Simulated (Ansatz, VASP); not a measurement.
**Two plane-wave programs on CdSe**

```
Cd Se
1.0
     0.00000    2.84295    2.84295
     2.84295    0.00000    2.84295
     2.84295    2.84295    0.00000
Cd Se
1 1
Direct
  0.00000 0.00000 0.00000
  0.50000 0.50000 0.50000
```

Alike in both runs: task single point; functional PBEsol; k mesh 6 × 6 × 6; occupations fermi-dirac, width 0.02 eV; no spin polarisation.

|  | VASP | Ansatz |
| --- | --- | --- |
| version | VASP 6.6.1 | Ansatz 0.2.0 |
| potentials or method | VASP PAW PBE potentials, release 64 (Cd, Se) | plane waves |
| plane-wave cutoff (eV) | 500 | 420 |
| valence electrons in the cell | 18 | 36 |

```tsv
	VASP	Ansatz	Ansatz less VASP
pressure (GPa)	-1.6	-2.0	-0.41
```

VASP's potentials were made for PBE, not for PBEsol. VASP's potentials hold 18 valence electrons a cell and Ansatz's 36, so a difference there can come from the potentials and not from the codes.
